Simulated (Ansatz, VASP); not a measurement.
**Two plane-wave programs on Rh**

Contents of INCAR:

```
SYSTEM = Rh
ALGO     = Fast           ! electronic algorithm
EDIFF    = 1E-6           ! SCF threshold, eV
ENCUT    = 520            ! plane-wave cutoff, eV
ISIF     = 2              ! what is computed and relaxed
ISMEAR   = 0              ! smearing method
LASPH    = .True.         ! aspherical terms in the spheres
LCHARG   = .True.         ! write CHGCAR
LELF     = .True.         ! ELF
LREAL    = .False.        ! projectors in reciprocal space
LVHAR    = .True.       
LWAVE    = .False.        ! write WAVECAR
NBANDS   = 38             ! bands
NELM     = 60             ! most SCF steps
PREC     = Accurate       ! precision mode
SIGMA    = 0.15           ! smearing width, eV
```

Contents of KPOINTS:

```
k-points
0
Gamma
  18 18 6
  0 0 0
```

The input POSCAR:

```
Rh
1.0
    2.4624808355      0.0000000000      0.0000000000
   -1.2312404178      2.4699346188      0.0000000000
    0.0000000000      0.0000000000      8.6668814394
Rh
4
Direct
    0.0000000000      0.0000000000      0.0000000000
    0.3333333333      0.6666666667      0.2500000000
    0.0000000000      0.0000000000      0.5000000000
    0.6666666667      0.3333333333      0.7500000000
```

Input for Ansatz:

```yaml
crystal:
  lattice:
    - [2.4624808355, 0.0, 0.0]
    - [-1.2312404178, 2.4699346188, 0.0]
    - [0.0, 0.0, 8.6668814394]
  atoms:
    - { symbol: Rh, position: [0.0, 0.0, 0.0] }
    - { symbol: Rh, position: [0.3333333333, 0.6666666667, 0.25] }
    - { symbol: Rh, position: [0.0, 0.0, 0.5] }
    - { symbol: Rh, position: [0.6666666667, 0.3333333333, 0.75] }
basis:
  ecutwfc: 420
kpoints:
  mp_grid: { grid: [18, 18, 6] }
hamiltonian:
  xc: lda
  pseudopotentials: { kind: paw, azcp: { folder: soft_1 } }
scf:
  occupations: { method: gaussian, width: 0.15 }
output:
  forces: true
  stress: true
  eigenvalues: true
```

Change from the starting cell: strain +e along x and -e along y -0.0733, strain +e along z and -e/2 along x and y +0.0000.

Alike in both runs: task single point; functional LDA; k mesh 18 × 18 × 6; occupations gaussian, width 0.15 eV; no spin polarisation.

```csv
,VASP,Ansatz
version,VASP 6.6.1,Ansatz 0.2.0
potentials or method,"VASP PAW LDA potentials, release 64 (Rh_pv), cutoff 520 eV","scalar-relativistic, plane waves, PAW"
valence electrons in the cell,60,68
```

|  | VASP | Ansatz | Ansatz less VASP |
| --- | --- | --- | --- |
| gap on the k mesh at the Fermi level (eV) | none | none | - |
| pressure (GPa) | 8.7 | 7.7 | -0.97 |
| traceless stress, the component that is largest in VASP (GPa) | 33.41 | 33.29 | -0.126 |
| rms of the force components (eV/Å) | 0.137 | 0.134 | -0.0029 |

Ansatz warns that its potentials were made for another functional, while VASP's fit it. LDA's correlation is that of Perdew and Zunger in VASP and of Perdew and Wang (1992) in Ansatz. Atom by atom the forces differ by 0.003 eV/Å (rms over components). A gap of «none» marks a metal or a gap that the smearing closes. VASP's potentials hold 60 valence electrons a cell and Ansatz's 68, so a difference there can come from the potentials and not from the codes.
